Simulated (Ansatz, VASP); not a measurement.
**Ir in VASP and in Ansatz**

File INCAR:

```
SYSTEM = Ir
ALGO     = Normal         ! electronic algorithm
EDIFF    = 1E-6           ! SCF threshold, eV
ENCUT    = 520            ! plane-wave cutoff, eV
GGA      = PE             ! functional
ISIF     = 2              ! what is computed and relaxed
ISMEAR   = 0              ! smearing method
LASPH    = .TRUE.         ! aspherical terms in the spheres
LCHARG   = .FALSE.        ! write CHGCAR
LREAL    = .FALSE.        ! projectors in reciprocal space
LWAVE    = .FALSE.        ! write WAVECAR
NBANDS   = 10             ! bands
NELM     = 80             ! most SCF steps
PREC     = Accurate       ! precision mode
SIGMA    = 0.15           ! smearing width, eV
```

Contents of KPOINTS:

```
k-points
0
G
  22 22 22
  0 0 0
```

The input POSCAR:

```
Ir
1.0
    0.0000000000      2.0732760000      2.0732760000
    2.0732760000      0.0000000000      2.0732760000
    2.0732760000      2.0732760000      0.0000000000
Ir
1
Direct
    0.0000000000      0.0000000000      0.0000000000
```

Input for Ansatz:

```yaml
crystal:
  lattice:
    - [0.0, 2.073276, 2.073276]
    - [2.073276, 0.0, 2.073276]
    - [2.073276, 2.073276, 0.0]
  atoms:
    - { symbol: Ir, position: [0.0, 0.0, 0.0] }
basis:
  ecutwfc: 420
kpoints:
  mp_grid: { grid: [22, 22, 22] }
hamiltonian:
  xc: pbe
scf:
  occupations: { method: gaussian, width: 0.15 }
output:
  forces: true
  stress: true
  eigenvalues: true
```

Change from the starting cell: strain +0.080 along x and y, +0.080 along z, atoms carried along.

Alike in both runs: task single point; functional PBE; k mesh 22 × 22 × 22; occupations gaussian, width 0.15 eV; no spin polarisation.

|  | VASP | Ansatz |
| --- | --- | --- |
| version | VASP 6.6.1 | Ansatz 0.2.0 |
| potentials or method | VASP PAW PBE potentials, release 64 (Ir), cutoff 520 eV | scalar-relativistic, plane waves, PAW |
| valence electrons in the cell | 9 | 17 |

|  | VASP | Ansatz | Ansatz less VASP |
| --- | --- | --- | --- |
| gap on the k mesh at the Fermi level (eV) | none | none | - |
| pressure (GPa) | -41.6 | -41.8 | -0.20 |

A gap of «none» marks a metal or a gap that the smearing closes. Both programs put the cell under strong tension, so it lies far from rest at this level. The functional is the same, so the differences come from potentials, cutoffs and numerics. VASP's potentials hold 9 valence electrons a cell and Ansatz's 17, so a difference there can come from the potentials and not from the codes.

Spin-orbit coupling is off throughout. Noted on VASP's run: the cell as given lies far from equilibrium.
